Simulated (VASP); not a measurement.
Zr3SeS2: single point with PBE

Crystal: Zr3SeS2.

```
Zr Se S
1.0
     3.11889   -5.66484    0.00000
     3.11889    5.66484    0.00000
     0.00000    0.00000    3.85317
Zr Se S
3 1 2
Cartesian
  1.5594 2.8324 0.0000
  1.5594 -2.8324 0.0000
  3.1189 0.0000 1.9266
  0.0000 0.0000 1.9266
  3.1189 2.4764 1.9266
  3.1189 -2.4764 1.9266
```

- Program: VASP 6.6.1
- Task: single point
- Functional: PBE
- Potentials or basis: VASP PAW PBE potentials, release 64 (Zr_sv, Se, S)
- Cutoff: 520 eV
- k mesh: 8 × 8 × 10
- Occupations: gaussian, width 0.1 eV
- Spin: no spin polarisation
- Dipole correction: no
- Further INCAR settings: ALGO = Normal; EDIFF = 1e-06; NBANDS = 36

- Pressure: 0.0 GPa
- Largest force: 0.009 eV/Å
- Band gap on the k mesh: zero (band 27 reaches 7.86 eV, above the bottom of band 28 at 6.88 eV)

Forces on the atoms (eV/Å):
```
Zr   0.000  0.000  0.000
Zr   0.000  0.000  0.000
Zr   0.000  0.000  0.000
Se   0.000  0.000  0.000
S    0.000  0.009  0.000
S    0.000 -0.009  0.000
```

Levels at points of the mesh, in eV from the Fermi level:
```csv
k point,band 23,band 24,band 25,band 26,band 27,band 28,band 29,band 30,band 31,band 32
"(0.00, 0.00, 0.00)",-2.30,-1.72,-0.98,-0.80,-0.58,-0.42,-0.34,0.15,0.92,1.26
"(0.50, 0.00, 0.00)",-2.61,-1.41,-1.29,-0.33,0.05,0.19,0.49,0.67,0.75,1.37
"(0.50, 0.50, 0.00)",-2.78,-2.59,-1.40,-1.30,0.49,0.62,0.89,0.92,1.08,1.21
"(0.00, 0.00, 0.50)",-2.83,-1.70,-0.79,-0.33,-0.09,0.21,0.65,0.96,1.06,1.13
"(0.50, 0.00, 0.50)",-3.40,-1.67,-1.22,-0.88,0.15,0.51,0.68,1.02,1.14,1.23
"(0.50, 0.50, 0.50)",-2.26,-2.07,-1.36,-1.07,-0.96,-0.46,0.34,0.42,1.22,1.66
```

Run time: 9.6 min on 1 thread of Intel Xeon 6975P-C, on a shared host, peak memory 0.62 GiB.
